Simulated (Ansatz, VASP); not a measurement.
## Cu in VASP and in Ansatz

Contents of INCAR:

```
ALGO = Normal
EDIFF = 1E-6
ENCUT = 520
GGA = CA
ISIF = 2
ISMEAR = -1
LASPH = True
LCHARG = True
LELF = True
LREAL = False
LVHAR = True
LWAVE = False
NBANDS = 18
NELM = 80
PREC = Accurate
SIGMA = 0.05
```

File KPOINTS:

```
k-points
0
Gamma
  11 11 11
```

Contents of POSCAR:

```
Cu
1.0
    1.2265332211     -4.0027124071      0.0000000000
    1.2265332211      4.0027124071      0.0000000000
    0.0000000000      0.0000000000      2.4918900114
Cu
2
Direct
    0.8661333500      0.1338666500      0.7500000000
    0.1338666500      0.8661333500      0.2500000000
```

input.yaml

```yaml
crystal:
  lattice:
    - [1.2265332211, -4.0027124071, 0.0]
    - [1.2265332211, 4.0027124071, 0.0]
    - [0.0, 0.0, 2.4918900114]
  atoms:
    - { symbol: Cu, position: [0.86613335, 0.13386665, 0.75] }
    - { symbol: Cu, position: [0.13386665, 0.86613335, 0.25] }
hamiltonian:
  xc: lda
  pseudopotentials: { kind: paw }
kpoints:
  mp_grid: { grid: [11, 11, 11] }
scf:
  occupations: { method: fermi_dirac, width: 0.05 }
output:
  forces: true
  stress: true
  eigenvalues: true
  write_density: true
  write_potential: true
  elf: true
  volumetric_format: npy
```

Alike in both runs: task single point; functional LDA; k mesh 11 × 11 × 11; occupations fermi-dirac, width 0.05 eV; no spin polarisation.

```csv
,VASP,Ansatz
version,VASP 6.6.1,Ansatz 0.2.0
potentials or method,"VASP PAW LDA potentials, release 64 (Cu)",Ansatz PAW
plane-wave cutoff (eV),520,420
valence electrons in the cell,22,38
```

VASP gave:

| Property | Result |
| --- | --- |
| gap on the k mesh at the Fermi level (eV) | none |
| pressure (GPa) | -9.2 |
| traceless stress, the component that is largest in VASP (GPa) | -0.86 |
| rms of the force components (eV/Å) | 0.035 |

Task: Estimate Ansatz's values.

Result: gap on the k mesh at the Fermi level (eV): none; pressure (GPa): -10.1; traceless stress, the component that is largest in VASP (GPa): -0.92; rms of the force components (eV/Å): 0.038.

LDA's correlation is that of Perdew and Zunger in VASP and of Perdew and Wang (1992) in Ansatz. Atom by atom the forces differ by 0.002 eV/Å (rms over components). A gap of «none» marks a metal or a gap that the smearing closes. VASP's potentials hold 22 valence electrons a cell and Ansatz's 38, so a difference there can come from the potentials and not from the codes.
